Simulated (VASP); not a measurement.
# EuO (Fm-3m) in VASP: further runs, part 2 of 2

VASP 6.6.1. Earlier steps stand in the parts before.

**4. Single point, PBE+U, collinear spin, ferromagnetic start (17.21 Å³/atom)**

This run uses another cell than the first one, of 17.21 Å³/atom.

Input file INCAR:

```
ALGO = Normal
EDIFF = 1E-6
ENCUT = 600
GGA = PE
GGA_COMPAT = F
ISIF = 2
ISMEAR = 0
ISPIN = 2
LASPH = T
LCHARG = F
LDAU = T
LDAUJ = 0 0
LDAUL = 3 -1
LDAUPRINT = 1
LDAUTYPE = 2
LDAUU = 6 0
LMAXMIX = 6
LORBIT = 11
LREAL = F
LWAVE = F
MAGMOM = 7.44 -0.09
NBANDS = 22
NELM = 200
PREC = Accurate
SIGMA = 0.05
```

Input file KPOINTS:

```
k-points
0
Gamma
  10 10 10
```

Input file POSCAR:

```
EuO
1.0
    0.0000000000      2.5816839842      2.5816839842
    2.5816839842      0.0000000000      2.5816839842
    2.5816839842      2.5816839842      0.0000000000
Eu O
1 1
Direct
    0.0000000000      0.0000000000      0.0000000000
    0.5000000000      0.5000000000      0.5000000000
```

The run is started by

```console
> cat potpaw_PBE.64/Eu/POTCAR potpaw_PBE.64/O/POTCAR > POTCAR
> mpirun -np 1 vasp_std > vasp.out
```

It took 70 s on 1 thread of Intel Xeon 6975P-C (Granite Rapids), shared host; peak memory 0.25 GiB.

It converged, with:

```
Free energy                                           : -21.1354 eV
Pressure                                              : 0.2 GPa
Band gap on the k mesh                                : 0.03 eV (least direct gap 0.19 eV)
Net moment                                            : 7.00 μB per cell
Site moments                                          : Eu +6.73; O -0.09 μB
Valence electrons inside the program's atomic spheres : Eu 14.95; O 4.96
```

Levels at points of the mesh, in eV from the valence-band top:
Spin up:
| k point | band 12 | band 13 | band 14 | band 15 | band 16 | band 17 | band 18 | band 19 |
| --- | --- | --- | --- | --- | --- | --- | --- | --- |
| (0.00, 0.00, 0.00) | -0.49 | 0.00 | 0.00 | 0.00 | 0.87 | 2.95 | 2.95 | 2.95 |
| (0.50, 0.00, 0.00) | -0.52 | -0.52 | -0.49 | -0.48 | 3.51 | 5.66 | 5.66 | 5.95 |
| (0.50, 0.50, 0.00) | -0.60 | -0.49 | -0.17 | -0.17 | 0.03 | 4.64 | 7.04 | 7.78 |
Spin down:
| k point | band 6 | band 7 | band 8 | band 9 | band 10 | band 11 |
| --- | --- | --- | --- | --- | --- | --- |
| (0.00, 0.00, 0.00) | -2.57 | -2.57 | -2.57 | 1.65 | 3.91 | 3.91 |
| (0.50, 0.00, 0.00) | -4.65 | -3.70 | -3.70 | 4.14 | 6.35 | 6.69 |
| (0.50, 0.50, 0.00) | -2.67 | -2.54 | -2.54 | 0.88 | 5.51 | 7.81 |

Eigenvalues of the final occupation matrices:
| site | spin | trace | eigenvalues |
| --- | --- | --- | --- |
| site 1 f | 1 | 6.81 | 0.96 0.97 0.97 0.97 0.98 0.98 0.98 |
| site 1 f | 2 | 0.02 | 0.00 0.00 0.00 0.00 0.00 0.00 0.00 |

Caveat: spin-orbit coupling is left out, which moves the levels of the heavy elements; a cell with one magnetic atom can't hold antiferromagnetic order, which such compounds often take.

**5. Single point, PBE+U, collinear spin, ferromagnetic start**

This run uses another cell than the first one: it holds 4 atoms, not 2.

Input file INCAR:

```
SYSTEM = EuO
  PREC = Accurate
  ENCUT = 600
  EDIFF = 1E-6
  ISMEAR = 0
  SIGMA = 0.05
  LREAL = .False.
  LASPH = .True.
  NELM = 200
  ALGO = Normal
  ISIF = 2
  LWAVE = .False.
  LCHARG = .False.
  ISPIN = 2
  MAGMOM = 7 7 0 0
  LORBIT = 11
  LMAXMIX = 6
  LDAU = .True.
  LDAUTYPE = 2
  LDAUL = 3 -1
  LDAUU = 6 0
  LDAUJ = 0 0
  LDAUPRINT = 1
  GGA = PE
  NBANDS = 35
  GGA_COMPAT = .False.
```

Input file KPOINTS:

```
regular mesh
0
Gamma
  4 4 3
  0 0 0
```

Input file POSCAR:

```
EuO
1.0
    0.0000000000      2.5882963236     -2.5882963236
    0.0000000000      2.5882963236      2.5882963236
    5.1765926472      0.0000000000      0.0000000000
Eu O
2 2
Direct
    0.0000000000      0.0000000000      0.0000000000
    0.5000000000      0.5000000000      0.5000000000
    0.0000000000      1.0000000000      0.5000000000
    0.5000000000      1.5000000000      1.0000000000
```

Potentials or basis: VASP PAW PBE potentials, release 64 (Eu, O).

The run is started by

```console
> cat potpaw_PBE.64/Eu/POTCAR potpaw_PBE.64/O/POTCAR > POTCAR
> mpirun -np 1 vasp_std > vasp.out
```

OUTCAR:

```text
SYSTEM = EuO
   PREC = Accurate
   ENCUT = 600
   EDIFF = 1E-6
   ISMEAR = 0
   LREAL = .False.
   LASPH = .True.
   NELM = 200
   ISIF = 2
   ISPIN = 2
   LORBIT = 11
   GGA = PE

 ion  position               nearest neighbor table
   1  0.000  0.000  0.000-   3 2.59   4 2.59   3 2.59   4 2.59   4 2.59   4 2.59
   2  0.500  0.500  0.500-   3 2.59   4 2.59   4 2.59   3 2.59   3 2.59   3 2.59
   3  0.000  0.000  0.500-   1 2.59   2 2.59   1 2.59   2 2.59   2 2.59   2 2.59
   4  0.500  0.500  0.000-   1 2.59   2 2.59   2 2.59   1 2.59   1 2.59   1 2.59

  LATTYP: Found a simple tetragonal cell.
 ALAT       =     3.6604037643
 C/A-ratio  =     1.4142135624

  Lattice vectors:

 A1 = (   0.0000000000,   2.5882963236,  -2.5882963236)
 A2 = (   0.0000000000,   2.5882963236,   2.5882963236)
 A3 = (   5.1765926472,   0.0000000000,   0.0000000000)

Analysis of symmetry for initial positions (statically):
=====================================================================
 Subroutine PRICEL returns following result:

  LATTYP: Found a face centered cubic cell.
 ALAT       =     5.1765926472
[... 12 lines left out ...]
 Subroutine GETGRP returns: Found 16 space group operations
 (whereof 16 operations were pure point group operations)
 out of a pool of 16 trial point group operations.

The static configuration has the point symmetry D_4h.

Analysis of symmetry for dynamics (positions and initial velocities):
=====================================================================
 Subroutine PRICEL returns following result:

  LATTYP: Found a face centered cubic cell.
 ALAT       =     5.1765926472
[... 12 lines left out ...]
 Subroutine GETGRP returns: Found 16 space group operations
 (whereof 16 operations were pure point group operations)
 out of a pool of 16 trial point group operations.

The dynamic configuration has the point symmetry D_4h.

Analysis of structural, dynamic, and magnetic symmetry:
=====================================================================
 Subroutine PRICEL returns following result:

  LATTYP: Found a face centered cubic cell.
 ALAT       =     5.1765926472
[... 12 lines left out ...]
 Subroutine GETGRP returns: Found 16 space group operations
 (whereof 16 operations were pure point group operations)
 out of a pool of 16 trial point group operations.

The overall configuration has the point symmetry D_4h.

 Subroutine INISYM returns: Found 16 space group operations
[... 198 lines left out ...]
  o =  0.0043  v =  0.0000  0.0000  0.0000  0.0000  0.0000  0.0000  0.0000  0.0005 -0.0000  0.0004  1.0000 -0.0000  0.0005  0.0000      0.0000  0.0000  0.0000  0.0000  0.0000  0.0000  0.0000  0.0000  0.0000  0.0000  0.0000  0.0000  0.0000  0.0000
  o =  0.0043  v =  0.0000  0.0000  0.0000  0.0000  0.0000  0.0000  0.0000 -0.7903 -0.0000 -0.6128  0.0007  0.0000  0.0000 -0.0000      0.0000  0.0000  0.0000  0.0000  0.0000  0.0000  0.0000  0.0000  0.0000  0.0000  0.0000  0.0000  0.0000  0.0000
  o =  0.0043  v =  0.0000  0.0000  0.0000  0.0000  0.0000  0.0000  0.0000  0.0000 -0.0000  0.0000  0.0000  0.6124 -0.0000 -0.7906      0.0000  0.0000  0.0000  0.0000  0.0000  0.0000  0.0000  0.0000  0.0000  0.0000  0.0000  0.0000  0.0000  0.0000
  o =  0.9638  v =  0.0000  1.0000 -0.0000 -0.0000 -0.0000  0.0000 -0.0000  0.0000  0.0000  0.0000  0.0000  0.0000  0.0000  0.0000      0.0000  0.0000  0.0000  0.0000  0.0000  0.0000  0.0000  0.0000  0.0000  0.0000  0.0000  0.0000  0.0000  0.0000
  o =  0.9722  v =  0.0000  0.0000  0.0000  0.0000 -0.6124 -0.0000  0.7906  0.0000  0.0000  0.0000  0.0000  0.0000  0.0000  0.0000      0.0000  0.0000  0.0000  0.0000  0.0000  0.0000  0.0000  0.0000  0.0000  0.0000  0.0000  0.0000  0.0000  0.0000
  o =  0.9744  v =  0.0000  0.0000 -0.0000  0.9984 -0.0000 -0.0573 -0.0000  0.0000  0.0000  0.0000  0.0000  0.0000  0.0000  0.0000      0.0000  0.0000  0.0000  0.0000  0.0000  0.0000  0.0000  0.0000  0.0000  0.0000  0.0000  0.0000  0.0000  0.0000
  o =  0.9744  v = -0.8243 -0.0000 -0.5661 -0.0000 -0.0000 -0.0000  0.0000  0.0000  0.0000  0.0000  0.0000  0.0000  0.0000  0.0000      0.0000  0.0000  0.0000  0.0000  0.0000  0.0000  0.0000  0.0000  0.0000  0.0000  0.0000  0.0000  0.0000  0.0000
  o =  0.9758  v =  0.0000 -0.0000 -0.0000 -0.0000 -0.7906  0.0000 -0.6124  0.0000  0.0000  0.0000  0.0000  0.0000  0.0000  0.0000      0.0000  0.0000  0.0000  0.0000  0.0000  0.0000  0.0000  0.0000  0.0000  0.0000  0.0000  0.0000  0.0000  0.0000
  o =  0.9766  v =  0.0000 -0.0000 -0.0000  0.0573  0.0000  0.9984  0.0000  0.0000  0.0000  0.0000  0.0000  0.0000  0.0000  0.0000      0.0000  0.0000  0.0000  0.0000  0.0000  0.0000  0.0000  0.0000  0.0000  0.0000  0.0000  0.0000  0.0000  0.0000
  o =  0.9766  v =  0.5661 -0.0000 -0.8243 -0.0000 -0.0000 -0.0000  0.0000  0.0000  0.0000  0.0000  0.0000  0.0000  0.0000  0.0000      0.0000  0.0000  0.0000  0.0000  0.0000  0.0000  0.0000  0.0000  0.0000  0.0000  0.0000  0.0000  0.0000  0.0000

 number of electron      45.9999987 magnetization      14.0000003

 Free energy of the ion-electron system (eV)
  ---------------------------------------------------
  ext. energy  EPLUGINS =         0.00000000
  ---------------------------------------------------
  free energy    TOTEN  =       -42.25039946 eV

  energy without entropy =      -42.24916980  energy(sigma->0) =      -42.24978463

 E-fermi :   3.5525     XC(G=0): -10.6518

 val. band max:        3.5293278761   @ k =   0.0000   0.0000   0.0000
 cond. band min:       3.5814505901   @ k =   0.5000   0.5000   0.0000
 fundamental gap:      0.0521227140
 Fermi energy:         3.5524852308

 spin component 1

 k-point     1 :       0.0000    0.0000    0.0000
  band No.  band energies     occupation
      1     -36.1436      1.00000
      2     -36.0245      1.00000
      3     -15.6232      1.00000
      4     -15.0791      1.00000
      5     -15.0791      1.00000
      6     -14.7383      1.00000
[... 445 lines left out ...]
     34       8.1437      0.00000
     35       8.8208      0.00000
 Fermi energy:         3.5524852308

 spin component 2

 k-point     1 :       0.0000    0.0000    0.0000
  band No.  band energies     occupation
      1     -33.0337      1.00000
      2     -32.8764      1.00000
      3     -14.0972      1.00000
      4     -14.0813      1.00000
      5     -13.5240      1.00000
      6     -12.8442      1.00000
[... 445 lines left out ...]
     34      13.7127      0.00000
     35      13.7160      0.00000

------------------------ aborting loop because EDIFF is reached ----------------------------------------

  FORCE on cell =-STRESS in cart. coord.  units (eV):
  Direction    XX          YY          ZZ          XY          YZ          ZX
  --------------------------------------------------------------------------------------
  -------------------------------------------------------------------------------------
  Total       -0.1276413     -0.1412415     -0.1412415     -0.0000000      0.0000000     -0.0000000
  in kB       -2.9484905     -3.2626529     -3.2626529     -0.0000000      0.0000000     -0.0000000
  external PRESSURE =      -3.1579321 kB  Pullay stress =       0.0000000 kB

 VOLUME and BASIS-vectors are now :
 -----------------------------------------------------------------------------
  energy-cutoff  :      600.00
  volume of cell :       69.36
      direct lattice vectors                 reciprocal lattice vectors
     0.000000000  2.588296324 -2.588296324     0.000000000  0.193177263 -0.193177263
     0.000000000  2.588296324  2.588296324     0.000000000  0.193177263  0.193177263
     5.176592647  0.000000000  0.000000000     0.193177263  0.000000000  0.000000000

 POSITION                                       TOTAL-FORCE (eV/Angst)
 -----------------------------------------------------------------------------------
      0.00000      0.00000      0.00000        -0.000000      0.000000      0.000000
      2.58830      2.58830      0.00000        -0.000000      0.000000      0.000000
      2.58830      0.00000      0.00000         0.000000     -0.000000     -0.000000
      0.00000      2.58830      0.00000        -0.000000     -0.000000      0.000000
 -----------------------------------------------------------------------------------
    total drift:                                0.000000      0.000000      0.000000

  FREE ENERGIE OF THE ION-ELECTRON SYSTEM (eV)
  ---------------------------------------------------
  free  energy   TOTEN  =       -42.2503994621 eV

  energy  without entropy=      -42.2491697974  energy(sigma->0) =      -42.24978463

 total charge

# of ion       s       p       d       f       tot
--------------------------------------------------
    1        2.032   5.801   0.290   6.822  14.945
    2        2.032   5.801   0.290   6.822  14.945
    3        1.550   3.402   0.000   0.000   4.953
    4        1.550   3.402   0.000   0.000   4.953
--------------------------------------------------
tot          7.164  18.406   0.581  13.644  39.795

 magnetization (x)

# of ion       s       p       d       f       tot
--------------------------------------------------
    1       -0.015  -0.114   0.066   6.790   6.728
    2       -0.015  -0.114   0.066   6.790   6.728
    3       -0.005  -0.085   0.000   0.000  -0.090
    4       -0.005  -0.085   0.000   0.000  -0.090
--------------------------------------------------
tot         -0.038  -0.398   0.132  13.581  13.276
```

It took 78 s on 1 thread of Intel Xeon 6975P-C (Granite Rapids), shared host; peak memory 0.24 GiB.

Results:

```yaml
Free_energy: -42.2504 eV
Pressure: -0.3 GPa
Band_gap_on_the_k_mesh: 0.05 eV
Net_moment: 14.00 μB per cell
Site_moments: Eu +6.73; O -0.09 μB
Valence_electrons_inside_the_program's_atomic_spheres: Eu 14.95; O 4.95
```

Levels at points of the mesh, in eV from the valence-band top:
Spin up:
| k point | band 27 | band 28 | band 29 | band 30 | band 31 | band 32 | band 33 | band 34 |
| --- | --- | --- | --- | --- | --- | --- | --- | --- |
| (0.00, 0.00, 0.00) | -0.18 | -0.01 | -0.01 | 0.00 | 0.05 | 0.83 | 2.95 | 2.95 |
| (0.50, 0.00, 0.00) | -0.51 | -0.51 | -0.41 | -0.41 | 3.25 | 3.25 | 3.92 | 3.92 |
| (0.50, 0.50, 0.00) | -0.18 | -0.18 | -0.17 | -0.17 | 0.05 | 0.05 | 4.60 | 4.60 |
Spin down:
```
           k point  band 14  band 15  band 16  band 17  band 18  band 19
(0.00, 0.00, 0.00)    -2.55    -2.53    -2.53     0.90     1.61     3.91
(0.50, 0.00, 0.00)    -3.55    -2.81    -2.81     3.79     3.79     4.64
(0.50, 0.50, 0.00)    -2.53    -2.53    -2.53     0.90     0.90     5.47
```

Eigenvalues of the final occupation matrices:
```csv
site,spin,trace,eigenvalues
site 1 f,1,6.81,0.96 0.97 0.97 0.97 0.98 0.98 0.98
site 1 f,2,0.02,0.00 0.00 0.00 0.00 0.00 0.00 0.00
site 2 f,1,6.81,0.96 0.97 0.97 0.97 0.98 0.98 0.98
site 2 f,2,0.02,0.00 0.00 0.00 0.00 0.00 0.00 0.00
```

Caveat: the k points lie up to 0.43 Å⁻¹ apart; spin-orbit coupling is left out, which moves the levels of the heavy elements; an odd mesh through Γ misses points on the zone boundary, where band edges can lie.

**6. Single point, PBE+U, collinear spin, antiferromagnetic start**

This run uses another cell than the first one: it holds 4 atoms, not 2.

Input file INCAR:

```
ALGO = Normal
EDIFF = 1E-6
ENCUT = 600
GGA = PE
GGA_COMPAT = F
ISIF = 2
ISMEAR = 0
ISPIN = 2
LASPH = T
LCHARG = F
LDAU = T
LDAUJ = 0 0
LDAUL = 3 -1
LDAUPRINT = 1
LDAUTYPE = 2
LDAUU = 6 0
LMAXMIX = 6
LORBIT = 11
LREAL = F
LWAVE = F
MAGMOM = 7 -7 0 0
NBANDS = 35
NELM = 200
PREC = Accurate
SIGMA = 0.05
```

Input file KPOINTS:

```
k-points
0
Gamma
  8 8 8
```

Input file POSCAR:

```
EuO
1.0
   -2.5882963236     -2.5882963236      5.1765926472
   -5.1765926472     -2.5882963236      2.5882963236
   -2.5882963236     -5.1765926472      2.5882963236
Eu O
2 2
Direct
    0.0000000000      0.0000000000      0.0000000000
    0.5000000000      0.5000000000      0.5000000000
    1.2500000000     -0.7500000000     -0.7500000000
    1.7500000000     -0.2500000000     -0.2500000000
```

Potentials or basis: VASP PAW PBE potentials, release 64 (Eu, O).

The run is started by

```console
> cat potpaw_PBE.64/Eu/POTCAR potpaw_PBE.64/O/POTCAR > POTCAR
> mpirun -np 1 vasp_std > vasp.out
```

OUTCAR:

```text
EDIFF = 1E-6
   ENCUT = 600
   GGA = PE
   ISIF = 2
   ISMEAR = 0
   ISPIN = 2
   LASPH = T
   LORBIT = 11
   LREAL = F
   NELM = 200
   PREC = Accurate

 ion  position               nearest neighbor table
   1  0.000  0.000  0.000-   4 2.59   4 2.59   4 2.59   3 2.59   3 2.59   3 2.59
   2  0.500  0.500  0.500-   3 2.59   3 2.59   3 2.59   4 2.59   4 2.59   4 2.59
   3  0.250  0.250  0.250-   1 2.59   1 2.59   1 2.59   2 2.59   2 2.59   2 2.59
   4  0.750  0.750  0.750-   2 2.59   2 2.59   2 2.59   1 2.59   1 2.59   1 2.59

  LATTYP: Found a trigonal (rhomboedric) cell.
[... 2171 lines left out ...]
    -5.176592647 -2.588296324  2.588296324    -0.289765895  0.096588632 -0.096588632
    -2.588296324 -5.176592647  2.588296324     0.096588632 -0.289765895 -0.096588632

 POSITION                                       TOTAL-FORCE (eV/Angst)
 -----------------------------------------------------------------------------------
      0.00000      0.00000      0.00000        -0.000000      0.000000      0.000000
     -5.17659     -5.17659      5.17659        -0.000000      0.000000     -0.000000
     -2.58830     -2.58830      2.58830         0.000000     -0.000000      0.000000
     -7.76489     -7.76489      7.76489         0.000000     -0.000000     -0.000000
 -----------------------------------------------------------------------------------
    total drift:                               -0.000000     -0.000000      0.000000

  FREE ENERGIE OF THE ION-ELECTRON SYSTEM (eV)
  ---------------------------------------------------
  free  energy   TOTEN  =       -42.2320074917 eV

  energy  without entropy=      -42.2320074917  energy(sigma->0) =      -42.23200749

 total charge

# of ion       s       p       d       f       tot
--------------------------------------------------
    1        2.032   5.802   0.284   6.832  14.951
    2        2.032   5.802   0.284   6.832  14.951
    3        1.551   3.402   0.000   0.000   4.953
    4        1.551   3.402   0.000   0.000   4.953
--------------------------------------------------
tot          7.166  18.409   0.568  13.664  39.808

 magnetization (x)

# of ion       s       p       d       f       tot
--------------------------------------------------
    1       -0.015  -0.115   0.042   6.800   6.712
    2        0.015   0.115  -0.042  -6.800  -6.712
    3        0.000   0.000   0.000   0.000   0.000
    4        0.000   0.000   0.000   0.000   0.000
--------------------------------------------------
tot          0.000   0.000   0.000   0.000   0.000
```

stdout:

```text
POSCAR found type information on POSCAR EuO
 POSCAR found :  2 types and       4 ions
 scaLAPACK will be used
 LDA part: xc-table for (Slater+PW92), standard interpolation
 POSCAR, INCAR and KPOINTS ok, starting setup
 FFT: planning ... GRIDC
 FFT: planning ... GRID_SOFT
 FFT: planning ... GRID
 WAVECAR not read
 entering main loop
```

Run time: 32 min. Hardware: 1 thread of Intel Xeon Platinum 8259CL at 2.50GHz (Skylake/Cascade Lake), shared host; peak memory 0.71 GiB.

The run converged, but its numbers aren't listed here, since they failed a check.

Caveat: the result breaks the symmetry of the cell; spin-orbit coupling is left out, which moves the levels of the heavy elements.

**7. Summary**

```csv
cell,k mesh,gap on the mesh (eV),pressure (GPa),moment (μB)
"a = 3.560 Å, angles 60.0°, 2 atoms, atomic positions A",10 × 10 × 10,none,7.9,7.00
"a = 3.637 Å, angles 60.0°, 2 atoms, atomic positions A",10 × 10 × 10,none,1.2,7.00
"a = 3.651 Å, angles 60.0°, 2 atoms, atomic positions A",10 × 10 × 10,0.03,0.2,7.00
"a = 3.660, b = 3.660, c = 5.177 Å, 4 atoms, atomic positions B",4 × 4 × 3,0.05,-0.3,14.00
```

Alike in all rows: task single point; level PBE+U; potentials or basis VASP PAW PBE potentials, release 64 (Eu, O); spin collinear, ferromagnetic start; Eu f U = 6.0 eV; cutoff (eV) 600; smearing gaussian 0.05 eV.

Caveats: some runs use coarse meshes; spin-orbit coupling is left out, which moves the levels of the heavy elements; a cell with one magnetic atom can't hold antiferromagnetic order, which such compounds often take (at least some runs); the cell stands under pressure (at least some runs); an odd mesh through Γ misses points on the zone boundary, where band edges can lie (at least some runs).

Total energies depend on the potentials used, so only differences within one code and one set of settings carry meaning.
